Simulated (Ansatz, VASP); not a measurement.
Two plane-wave programs on NbC2

```
CELL_PARAMETERS angstrom
2.29507 0.00000 0.00000
-1.14754 1.98759 0.00000
0.00000 0.00000 12.22008
ATOMIC_POSITIONS crystal
Nb 0.33333 0.66667 0.00000
C 0.66667 0.33333 0.90800
C 0.66667 0.33333 0.09200
```

Change from the starting cell: species swapped into the WS2 type (P-6m2, No. 187).

Alike in both runs: task single point; functional PBE; k mesh 12 × 12 × 2; occupations gaussian, width 0.1 eV; no spin polarisation.

|  | VASP | Ansatz |
| --- | --- | --- |
| version | VASP 6.6.1 | Ansatz 0.2.0 |
| potentials or method | VASP PAW PBE potentials, release 64 (Nb_sv, C), cutoff 520 eV | scalar-relativistic, plane waves, PAW |
| valence electrons in the cell | 21 | 21 |

Ansatz gave:

```
gap on the k mesh at the Fermi level (eV) : none
rms of the force components (eV/Å)        : 8.215
```

Task: Estimate VASP's values.

Result: gap on the k mesh at the Fermi level (eV): none; rms of the force components (eV/Å): 8.326.

Atom by atom the forces differ by 0.111 eV/Å (rms over components). A gap of «none» marks a metal or a gap that the smearing closes. The functional is the same, so the differences come from potentials, cutoffs and numerics.

Noted on VASP's run: the cell as given lies far from equilibrium.
